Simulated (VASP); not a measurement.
# Ge (Fd-3m) in VASP: a series of runs

Ge is run at these levels: LDA; tasks: single point, relaxation of cell and atoms.

Everything below comes from runs of VASP 6.6.1. Logs are shortened: lines on timing, memory, paths and dates and some standing lists are left out, and cuts for length are marked.

## (1) The cell of the first run

It takes space group Fd-3m (No. 227, cubic). Conventional cell: a = 5.622 Å, b = 5.622 Å, c = 5.622 Å, α = 90.00°, β = 90.00°, γ = 90.00°. Ge (site symmetry -43m) has 4 Ge at 2.43 Å within 3.2 Å.

## (2) Single point, LDA

File INCAR:

```
SYSTEM = Ge
  PREC = Accurate
  ENCUT = 520
  EDIFF = 1E-6
  ISMEAR = -1
  SIGMA = 0.02
  LREAL = .FALSE.
  LASPH = .TRUE.
  NELM = 80
  ALGO = Normal
  ISIF = 2
  LWAVE = .FALSE.
  LCHARG = .FALSE.
  NBANDS = 21
```

File KPOINTS:

```
Automatic mesh
0
G
  10 10 10
  0 0 0
```

File POSCAR:

```
Ge
1.0
    0.0000000000      2.8108505722      2.8108505722
    2.8108505722      0.0000000000      2.8108505722
    2.8108505722      2.8108505722      0.0000000000
Ge
2
Direct
   -0.1250000000     -0.1250000000     -0.1250000000
    0.1250000000      0.1250000000      0.1250000000
```

Potentials or basis: VASP PAW LDA potentials, release 64 (Ge_d).

On the command line:

```console
cat potpaw_LDA.64/Ge_d/POTCAR > POTCAR
mpirun -np 1 vasp_std > vasp.out
```

OUTCAR:

```text
SYSTEM = Ge
   PREC = Accurate
   ENCUT = 520
   EDIFF = 1E-6
   ISMEAR = -1
   LREAL = .FALSE.
   LASPH = .TRUE.
   NELM = 80
   ISIF = 2

 ion  position               nearest neighbor table
   1  0.875  0.875  0.875-   2 2.43   2 2.43   2 2.43   2 2.43
   2  0.125  0.125  0.125-   1 2.43   1 2.43   1 2.43   1 2.43

  LATTYP: Found a face centered cubic cell.
 ALAT       =     5.6217011444

  Lattice vectors:

 A1 = (   0.0000000000,   2.8108505722,   2.8108505722)
 A2 = (   2.8108505722,   0.0000000000,   2.8108505722)
 A3 = (   2.8108505722,   2.8108505722,   0.0000000000)

Analysis of symmetry for initial positions (statically):
=====================================================================
 Subroutine PRICEL returns:
 Original cell was already a primitive cell.

 Routine SETGRP: Setting up the symmetry group for a
 face centered cubic supercell.

 Subroutine GETGRP returns: Found 48 space group operations
 (whereof 12 operations were pure point group operations)
 out of a pool of 48 trial point group operations.

The static configuration has the point symmetry D_3d.
 The point group associated with its full space group is O_h .

Analysis of symmetry for dynamics (positions and initial velocities):
=====================================================================
 Subroutine PRICEL returns:
 Original cell was already a primitive cell.

 Routine SETGRP: Setting up the symmetry group for a
 face centered cubic supercell.

 Subroutine GETGRP returns: Found 48 space group operations
 (whereof 12 operations were pure point group operations)
 out of a pool of 48 trial point group operations.

The dynamic configuration has the point symmetry D_3d.
 The point group associated with its full space group is O_h .

 Subroutine INISYM returns: Found 48 space group operations
 (whereof 12 operations are pure point group operations),
 and found     1 'primitive' translations

----------------------------------------------------------------------------------------

                                     Primitive cell

  volume of cell :      44.4164

  direct lattice vectors                    reciprocal lattice vectors
     0.000000000  2.810850572  2.810850572    -0.177882099  0.177882099  0.177882099
     2.810850572  0.000000000  2.810850572     0.177882099 -0.177882099  0.177882099
     2.810850572  2.810850572  0.000000000     0.177882099  0.177882099 -0.177882099

  length of vectors
     3.975143001  3.975143001  3.975143001     0.308100833  0.308100833  0.308100833

  position of ions in fractional coordinates (direct lattice)
     0.875000000  0.875000000  0.875000000
     0.125000000  0.125000000  0.125000000

  ion indices of the primitive-cell ions
   primitive index   ion index
                 1           1
                 2           2

----------------------------------------------------------------------------------------

 KPOINTS: Automatic mesh

Automatic generation of k-mesh.
 Grid dimensions read from file:
 generate k-points for:   10   10   10

 Generating k-lattice:

  Cartesian coordinates                     Fractional coordinates (reciprocal lattice)
    -0.017788210  0.017788210  0.017788210     0.100000000  0.000000000  0.000000000
     0.017788210 -0.017788210  0.017788210     0.000000000  0.100000000  0.000000000
     0.017788210  0.017788210 -0.017788210     0.000000000  0.000000000  0.100000000

  Length of vectors
     0.030810083  0.030810083  0.030810083

  Shift w.r.t. Gamma in fractional coordinates (k-lattice)
     0.000000000  0.000000000  0.000000000

 Subroutine IBZKPT returns following result:
 ===========================================

 Found     47 irreducible k-points:

 Following reciprocal coordinates:
            Coordinates               Weight
  0.000000  0.000000  0.000000      1.000000
  0.100000  0.000000  0.000000      8.000000
  0.200000  0.000000  0.000000      8.000000
  0.300000  0.000000  0.000000      8.000000
  0.400000  0.000000  0.000000      8.000000
  0.500000  0.000000  0.000000      4.000000
[... 16 lines left out ...]
  0.300000  0.300000  0.000000      6.000000
  0.400000  0.300000  0.000000     24.000000
 [... further k-points ...]
   k-points           NKPTS =     47   k-points in BZ     NKDIM =     47   number of bands    NBANDS=     21
   number of dos      NEDOS =    301   number of ions     NIONS =      2
   total plane-waves  NPLWV =  27000
   dimension x,y,z NGX =    30 NGY =   30 NGZ =   30
   dimension x,y,z NGXF=    60 NGYF=   60 NGZF=   60
   ions per type =               2
   NGX,Y,Z   is equivalent  to a cutoff of  12.55, 12.55, 12.55 a.u.
   NGXF,Y,Z  is equivalent  to a cutoff of  25.09, 25.09, 25.09 a.u.
 SYSTEM =  Ge
   PREC   = accura    normal or accurate (medium, high low for compatibility)
   ISTART =      0    job   : 0-new  1-cont  2-samecut
   ICHARG =      2    charge: 1-file 2-atom 10-const
   ISPIN  =      1    spin polarized calculation?
   LNONCOLLINEAR =      F non collinear calculations
   LSORBIT =      F    spin-orbit coupling
   LASPH  =      T    aspherical Exc in radial PAW
   ENCUT  =  520.0 eV  38.22 Ry    6.18 a.u.   7.39  7.39  7.39*2*pi/ulx,y,z
   NELM   =     80;   NELMIN=  2; NELMDL= -5     # of ELM steps
   EDIFF  = 0.1E-05   stopping-criterion for ELM
   LREAL  =      F    real-space projection
   EDIFFG = 0.1E-04   stopping-criterion for IOM
   NSW    =      0    number of steps for IOM
   IBRION =     -1    ionic relax: 0-MD 1-quasi-New 2-CG
   NFREE  =      0    steps in history (QN), initial steepest desc. (CG)
   ISIF   =      2    stress and relaxation
   ISYM   =      2    0-nonsym 1-usesym 2-fastsym
   POTIM  = 0.5000    time-step for ionic-motion
   TEBEG  =    0.0;   TEEND  =   0.0 temperature during run
   PSTRESS=    0.0 pullay stress
   NELECT =      28.0000    total number of electrons
   NUPDOWN=      -1.0000    fix difference up-down
   EMIN   =  10.00;   EMAX   =-10.00  energy-range for DOS
   EFERMI =   0.00;   METHOD = LEGACY
   ISMEAR =    -1;   SIGMA  =   0.02  broadening in eV -4-tet -1-fermi 0-gaus
   EFERMI_NEDOS =   21; number of points for ismear=-14 and -15
   IALGO  =     38    algorithm
   IMIX   =      4    mixing-type and parameters
     AMIX     =   0.40;   BMIX     =  1.00
     AMIX_MAG =   1.60;   BMIX_MAG =  1.00
  volume/ion in A,a.u.               =      22.21       149.87
  Fermi-wavevector in a.u.,A,eV,Ry     =   1.403718  2.652642 26.809235  1.970423
  Thomas-Fermi vector in A             =   2.526351
   LORBIT       =      0    0 simple, 1 ext, 2 COOP (PROOUT), +10 PAW based schemes
   GGA     = CA    functional components
   LHFCALC =     F    Hartree Fock is set to
   AEXX    =    0.0000 exact exchange contribution
   IVDW    =     0    specifies the selected vdW correction
   LEPSILON=     F    determine dielectric tensor
   LRPA    =     F    only Hartree local field effects (RPA)
 non-spin polarized calculation
  energy-cutoff  :      520.00
  volume of cell :       44.42
 maximum number of plane-waves:      1243
 NGX is ok and might be reduce to    30

 number of electron      27.9999982 magnetization

 Free energy of the ion-electron system (eV)
  ---------------------------------------------------
  ext. energy  EPLUGINS =         0.00000000
  ---------------------------------------------------
  free energy    TOTEN  =       -10.38850178 eV

  energy without entropy =      -10.38840982  energy(sigma->0) =      -10.38845580

 E-fermi :   4.9442     XC(G=0): -10.3789

 val. band max:        4.9131159361   @ k =   0.0000   0.0000   0.0000
 cond. band min:       4.9452302678   @ k =   0.0000   0.0000   0.0000
 fundamental gap:      0.0321143317
 Fermi energy:         4.9441779327

 k-point     1 :       0.0000    0.0000    0.0000
  band No.  band energies     occupation
      1     -20.0547      2.00000
      2     -20.0547      2.00000
      3     -20.0547      2.00000
      4     -20.0165      2.00000
      5     -20.0165      2.00000
      6     -19.7952      2.00000
[... 13 lines left out ...]
     20      14.5155      0.00000
     21      14.5155      0.00000

 k-point     2 :       0.1000    0.0000    0.0000
  band No.  band energies     occupation
      1     -20.0608      2.00000
      2     -20.0608      2.00000
      3     -20.0530      2.00000
      4     -20.0081      2.00000
      5     -20.0081      2.00000
      6     -19.8042      2.00000
[... 13 lines left out ...]
     20      13.7381      0.00000
     21      13.7381      0.00000

 k-point     3 :       0.2000    0.0000    0.0000
  band No.  band energies     occupation
      1     -20.0701      2.00000
      2     -20.0701      2.00000
      3     -20.0485      2.00000
      4     -19.9932      2.00000
      5     -19.9932      2.00000
      6     -19.8166      2.00000
[... 13 lines left out ...]
     20      13.2129      0.00000
     21      13.2129      0.00000

 k-point     4 :       0.3000    0.0000    0.0000
  band No.  band energies     occupation
      1     -20.0765      2.00000
      2     -20.0765      2.00000
      3     -20.0428      2.00000
      4     -19.9809      2.00000
      5     -19.9809      2.00000
      6     -19.8256      2.00000
[... 13 lines left out ...]
     20      13.5950      0.00000
     21      13.5950      0.00000

 k-point     5 :       0.4000    0.0000    0.0000
  band No.  band energies     occupation
      1     -20.0795      2.00000
      2     -20.0795      2.00000
      3     -20.0380      2.00000
      4     -19.9743      2.00000
      5     -19.9743      2.00000
      6     -19.8298      2.00000
[... 13 lines left out ...]
     20      14.8479      0.00000
     21      14.8479      0.00000
[... 382 lines left out ...]
     20      14.2335      0.00000
     21      16.2902      0.00000

 k-point    22 :      -0.2000    0.2000    0.0000
  band No.  band energies     occupation
      1     -20.0858      2.00000
      2     -20.0853      2.00000
      3     -20.0262      2.00000
      4     -19.9823      2.00000
      5     -19.9577      2.00000
      6     -19.8519      2.00000
[... 13 lines left out ...]
     20      14.7188      0.00000
     21      15.3549      0.00000

 k-point    23 :       0.3000    0.3000    0.0000
  band No.  band energies     occupation
      1     -20.0791      2.00000
      2     -20.0791      2.00000
      3     -20.0556      2.00000
      4     -19.9659      2.00000
      5     -19.9220      2.00000
      6     -19.9107      2.00000
[... 13 lines left out ...]
     20      16.0647      0.00000
     21      16.0668      0.00000

 k-point    24 :       0.4000    0.3000    0.0000
  band No.  band energies     occupation
      1     -20.0900      2.00000
      2     -20.0839      2.00000
      3     -20.0381      2.00000
      4     -19.9499      2.00000
      5     -19.9292      2.00000
      6     -19.9039      2.00000
[... 13 lines left out ...]
     20      16.5417      0.00000
     21      16.8033      0.00000

 [... further k-points ...]

------------------------ aborting loop because EDIFF is reached ----------------------------------------

  FORCE on cell =-STRESS in cart. coord.  units (eV):
  Direction    XX          YY          ZZ          XY          YZ          ZX
  --------------------------------------------------------------------------------------
  -------------------------------------------------------------------------------------
  Total        0.0566291      0.0566291      0.0566291      0.0000000      0.0000000      0.0000000
  in kB        2.0427117      2.0427117      2.0427117      0.0000000      0.0000000      0.0000000
  external PRESSURE =       2.0427117 kB  Pullay stress =       0.0000000 kB

 VOLUME and BASIS-vectors are now :
 -----------------------------------------------------------------------------
  energy-cutoff  :      520.00
  volume of cell :       44.42
      direct lattice vectors                 reciprocal lattice vectors
     0.000000000  2.810850572  2.810850572    -0.177882099  0.177882099  0.177882099
     2.810850572  0.000000000  2.810850572     0.177882099 -0.177882099  0.177882099
     2.810850572  2.810850572  0.000000000     0.177882099  0.177882099 -0.177882099

 POSITION                                       TOTAL-FORCE (eV/Angst)
 -----------------------------------------------------------------------------------
      4.91899      4.91899      4.91899         0.000000      0.000000      0.000000
      0.70271      0.70271      0.70271        -0.000000     -0.000000     -0.000000
 -----------------------------------------------------------------------------------
    total drift:                               -0.000000      0.000000      0.000000

  FREE ENERGIE OF THE ION-ELECTRON SYSTEM (eV)
  ---------------------------------------------------
  free  energy   TOTEN  =       -10.3885017820 eV

  energy  without entropy=      -10.3884098198  energy(sigma->0) =      -10.38845580
```

Run time: 59 s. Hardware: 1 thread of Intel Xeon 8259CL, shared host; peak memory 0.16 GiB.

Results:

| Property | Result |
| --- | --- |
| Free energy | -10.3885 eV |
| Pressure | 0.2 GPa |
| Band gap on the k mesh | 0.03 eV |

A k mesh can miss the band edges.

## (3) Single point, LDA

This run uses another cell than the first one: it holds 4 atoms, not 2.

File INCAR:

```
PREC = Accurate
ENCUT = 520
EDIFF = 1E-6
ISMEAR = -1
SIGMA = 0.02
LREAL = False
LASPH = True
NELM = 60
ALGO = Normal
ISIF = 2
LWAVE = False
LCHARG = False
GGA = CA
NBANDS = 36
```

File KPOINTS:

```
regular mesh
0
Gamma
  7 7 5
```

File POSCAR:

```
Ge
1.0
    2.8108505722      2.8108505722      0.0000000000
   -2.8108505722      2.8108505722      0.0000000000
    0.0000000000      0.0000000000      5.6217011444
Ge
4
Direct
    0.2500000000      0.5000000000      0.3750000000
    0.7500000000      0.0000000000      0.8750000000
    0.2500000000      0.0000000000      0.1250000000
    0.7500000000      0.5000000000      0.6250000000
```

Potentials or basis: VASP PAW LDA potentials, release 64 (Ge_d).

On the command line:

```console
cat potpaw_LDA.64/Ge_d/POTCAR > POTCAR
mpirun -np 1 vasp_std > vasp.out
```

It took 1.8 min on 1 thread of Intel Xeon 8259CL, shared host; peak memory 0.2 GiB.

It converged, with:

```
Free energy : -20.7679 eV
Pressure    : 0.1 GPa
```

Levels at points of the mesh, in eV from the Fermi level:
```
           k point  band 25  band 26  band 27  band 28  band 29  band 30  band 31  band 32
(0.00, 0.00, 0.00)    -3.17    -0.03    -0.03    -0.03     0.00     0.61     0.61     2.50
```

## (4) Single point, LDA

This run uses another cell than the first one: it holds 4 atoms, not 2.

File INCAR:

```
SYSTEM = Ge
  PREC = Accurate
  ENCUT = 520
  EDIFF = 1E-6
  ISMEAR = -1
  SIGMA = 0.02
  LREAL = .FALSE.
  LASPH = .TRUE.
  NELM = 60
  ALGO = Normal
  ISIF = 2
  LWAVE = .FALSE.
  LCHARG = .FALSE.
  GGA = CA
  NBANDS = 36
```

File KPOINTS:

```
regular mesh
0
G
  7 7 5
  0 0 0
```

POSCAR is that of step 3.

On the command line:

```console
cat potpaw_LDA.64/Ge_d/POTCAR > POTCAR
mpirun -np 1 vasp_std > vasp.out
```

Run time: 1.9 min. Hardware: 1 thread of Intel Xeon 8259CL, shared host; peak memory 0.19 GiB.

The run converged. Its results:

```
Free energy : -20.7679 eV
Pressure    : 0.1 GPa
```

Levels at points of the mesh, in eV from the Fermi level:
```tsv
k point	band 24	band 25	band 26	band 27	band 28	band 29	band 30	band 31	band 32	band 33
(0.00, 0.00, 0.00)	-3.17	-3.17	-0.03	-0.03	-0.03	0.00	0.61	0.61	2.50	2.50
```

## (5) Relaxation of cell and atoms, LDA

This run uses another cell than the first one, of 22.63 Å³/atom.

File INCAR:

```
SYSTEM = Ge
ALGO = Normal
EDIFF = 1E-7
EDIFFG = -0.005
ENCUT = 600
IBRION = 2
ISIF = 3
ISMEAR = -1
LASPH = .True.
LCHARG = .False.
LREAL = .False.
LWAVE = .False.
NELM = 80
NSW = 60
PREC = Accurate
SIGMA = 0.02
```

File KPOINTS:

```
k-points
0
Gamma
  10 10 10
  0 0 0
```

File POSCAR:

```
Ge
1.0
    0.0000000000      2.8285347457      2.8285347457
    2.8285347457      0.0000000000      2.8285347457
    2.8285347457      2.8285347457      0.0000000000
Ge
2
Direct
   -0.1250000000     -0.1250000000     -0.1250000000
    0.1250000000      0.1250000000      0.1250000000
```

On the command line:

```console
cat potpaw_LDA.64/Ge_d/POTCAR > POTCAR
mpirun -np 1 vasp_std > vasp.out
```

It took 1.9 min on 1 thread of Intel Xeon 8259CL, shared host; peak memory 0.18 GiB.

The run converged. Its results:

- Free energy: -10.3888 eV
- Relaxed volume: 22.25 Å³/atom
- Relaxed cell: a = 3.978 Å, b = 3.978 Å, c = 3.978 Å, α = 60.00°, β = 60.00°, γ = 60.00°
- Space group after relaxing (to 0.1 Å): Fd-3m (No. 227)
- Energy gained by relaxing: 1.3 meV/atom
- Ionic steps: 3
- Pressure after relaxing: 0.0 GPa

Step by step:
| step | energy change (eV) | largest force (eV/Å) | pressure (GPa) | volume (Å³) |
| --- | --- | --- | --- | --- |
| 1 | 0.0000 | 0.0000 | -1.15 | 45.26 |
| 2 | -0.0022 | 0.0000 | 0.49 | 44.20 |
| 3 | -0.0027 | 0.0000 | 0.03 | 44.51 |

Final structure:
```
Ge
1.0
     0.00000    2.81281    2.81281
     2.81281    0.00000    2.81281
     2.81281    2.81281    0.00000
Ge
2
Cartesian
  4.9224 4.9224 4.9224
  0.7032 0.7032 0.7032
```

Levels at points of the mesh, in eV from the Fermi level:
```
           k point  band 11  band 12  band 13  band 14  band 15  band 16  band 17  band 18
(0.00, 0.00, 0.00)   -12.96    -0.02    -0.02    -0.02    -0.01     2.51     2.51     2.51
(0.50, 0.00, 0.00)   -10.83    -7.74    -1.46    -1.46     0.09     3.70     3.70     6.95
(0.50, 0.50, 0.00)    -9.01    -9.01    -3.16    -3.16     0.62     0.62     9.53     9.53
```

## (6) Summary

```tsv
task	cell	k mesh	cutoff (eV)	pressure (GPa)
single point	a = 3.975 Å, angles 60.0°, 2 atoms, atomic positions A	10 × 10 × 10	520	0.2
single point	a = 3.975, b = 3.975, c = 5.622 Å, 4 atoms, atomic positions B	7 × 7 × 5	520	0.1
relaxation of cell and atoms	relaxed from a = 4.000 Å, angles 60.0°, 2 atoms, atomic positions A	10 × 10 × 10	600	0.0
```

Alike in all rows: level LDA; potentials or basis VASP PAW LDA potentials, release 64 (Ge_d); no spin polarisation; smearing fermi-dirac 0.02 eV.

Absolute energies hang on the potentials; compare differences alone.
